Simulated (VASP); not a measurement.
Input of a VASP 6.6.1 run:

File INCAR:

```
SYSTEM = Bi
ALGO = Normal ; EDIFF = 1E-7
ENCUT = 520 ; GGA = RE
ISIF = 2 ; ISMEAR = -1
IVDW = 12 ; LASPH = .TRUE.
LCHARG = .TRUE. ; LELF = .TRUE.
LREAL = .FALSE. ; LVHAR = .TRUE.
LWAVE = .FALSE. ; NBANDS = 14
NELM = 100 ; PREC = Accurate
SIGMA = 0.05
```

Contents of KPOINTS:

```
k-points
0
G
  9 9 9
  0 0 0
```

The input POSCAR:

```
Bi
1.0
   -1.9478218686      1.9478218686      1.9478218686
    1.9478218686     -1.9478218686      1.9478218686
    1.9478218686      1.9478218686     -1.9478218686
Bi
1
Direct
    0.0000000000      0.0000000000      0.0000000000
```

Potentials or basis: VASP PAW PBE potentials, release 64 (Bi_d).

The run is started by

```sh
$ cat potpaw_PBE.64/Bi_d/POTCAR > POTCAR
$ mpirun -np 1 vasp_std > vasp.out
```

Task: Estimate the dispersion energy per atom.

Result: -0.971 eV.

Task: What does it give for the pressure?

Result: -0.1 GPa.

Caveat: the PAW data sets were made with another functional, which shifts forces and pressure a little; pairwise dispersion overbinds metals, which lowers pressure and volume.
